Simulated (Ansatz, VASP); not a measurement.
Li2S: VASP beside Ansatz

```xyz
3
Lattice="0.0000 2.8540 2.8255 2.8540 0.0000 2.8255 2.8540 2.8540 0.0000" Properties=species:S:1:pos:R:3 pbc="T T T"
Li    1.4270    1.4270    1.4127
Li    4.2810    4.2810    4.2382
S     0.0000    0.0000    0.0000
```

Change from the starting cell: zz strain of -1 %, PAW files.

Alike in both runs: task electric field gradients; functional LDA; k mesh 7 × 7 × 7; occupations fermi-dirac, width 0.02 eV; no spin polarisation.

|  | VASP | Ansatz |
| --- | --- | --- |
| version | VASP 6.6.1 | Ansatz 0.2.0 |
| potentials or method | VASP PAW LDA potentials, release 64 (Li_sv, S) | PAW with Ansatz's default frozen-core files, scalar-relativistic |
| plane-wave cutoff (eV) | 650 | 420 |
| valence electrons in the cell | 12 | 12 |

```csv
,VASP,Ansatz,Ansatz less VASP
gap on the k mesh at the Fermi level (eV),3.27,3.27,-0.001
pressure (GPa),-2.8,-2.6,+0.13
"traceless stress, the component that is largest in VASP (GPa)",0.44,0.44,+0.001
size of Vzz on the site where it differs most (V/Å²),1.4,1.5,+0.07
```

LDA's correlation is that of Perdew and Zunger in VASP and of Perdew and Wang (1992) in Ansatz.
